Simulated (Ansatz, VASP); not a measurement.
**ZnS: VASP beside Ansatz**

The input INCAR:

```
SYSTEM = ZnS
  PREC = Accurate
  ENCUT = 520
  EDIFF = 1E-6
  ISMEAR = 0
  SIGMA = 0.05
  LREAL = .FALSE.
  LASPH = .TRUE.
  NELM = 100
  ALGO = Normal
  ISIF = 2
  LWAVE = .FALSE.
  LCHARG = .FALSE.
  GGA = PE
  NBANDS = 46
```

The input KPOINTS:

```
regular mesh
0
G
  9 9 4
  0 0 0
```

File POSCAR:

```
ZnS
1.0
    3.6609659860      0.0000000000      0.0000000000
   -1.8304829930      3.1704895463      0.0000000000
    0.0000000000      0.0000000000     13.5276354149
Zn S
4 4
Direct
    0.0000000000      0.0000000000      0.0000492057
    0.0000000000      0.0000000000      0.5000492057
    0.3333333333      0.6666666667      0.2500242903
    0.6666666667      0.3333333333      0.7500242903
    0.0000000000      0.0000000000      0.1872905901
    0.0000000000      0.0000000000      0.6872905901
    0.3333333333      0.6666666667      0.4376359138
    0.6666666667      0.3333333333      0.9376359138
```

Input for Ansatz:

```yaml
crystal:
  lattice:
    - [3.660965986, 0.0, 0.0]
    - [-1.830482993, 3.1704895463, 0.0]
    - [0.0, 0.0, 13.5276354149]
  atoms:
    - { symbol: Zn, position: [0.0, 0.0, 4.92057e-05] }
    - { symbol: Zn, position: [0.0, 0.0, 0.5000492057] }
    - { symbol: Zn, position: [0.3333333333, 0.6666666667, 0.2500242903] }
    - { symbol: Zn, position: [0.6666666667, 0.3333333333, 0.7500242903] }
    - { symbol: S, position: [0.0, 0.0, 0.1872905901] }
    - { symbol: S, position: [0.0, 0.0, 0.6872905901] }
    - { symbol: S, position: [0.3333333333, 0.6666666667, 0.4376359138] }
    - { symbol: S, position: [0.6666666667, 0.3333333333, 0.9376359138] }
basis:
  ecutwfc: 520.0
kpoints:
  mp_grid: { grid: [9, 9, 4] }
hamiltonian:
  xc: pbe
scf:
  occupations: { method: gaussian, width: 0.05 }
output:
  forces: true
  stress: true
  eigenvalues: true
```

Alike in both runs: task single point; functional PBE; k mesh 9 × 9 × 4; occupations gaussian, width 0.05 eV; no spin polarisation.

|  | VASP | Ansatz |
| --- | --- | --- |
| version | VASP 6.6.1 | Ansatz 0.2.0 |
| potentials or method | VASP PAW PBE potentials, release 64 (Zn, S), cutoff 520 eV | scalar-relativistic, plane waves, PAW |
| valence electrons in the cell | 72 | 72 |

|  | VASP | Ansatz | Ansatz less VASP |
| --- | --- | --- | --- |
| gap on the k mesh at the Fermi level (eV) | 1.71 | 1.71 | -0.001 |
| least direct gap on the mesh (eV) | 1.71 | 1.71 | -0.001 |
| pressure (GPa) | 3.8 | 3.7 | -0.16 |
| traceless stress, the component that is largest in VASP (GPa) | -9.87 | -9.81 | +0.061 |
| rms of the force components (eV/Å) | 0.293 | 0.286 | -0.0063 |

Atom by atom the forces differ by 0.006 eV/Å (rms over components). With one functional, cell and mesh, what is left measures potentials, basis and numerics.
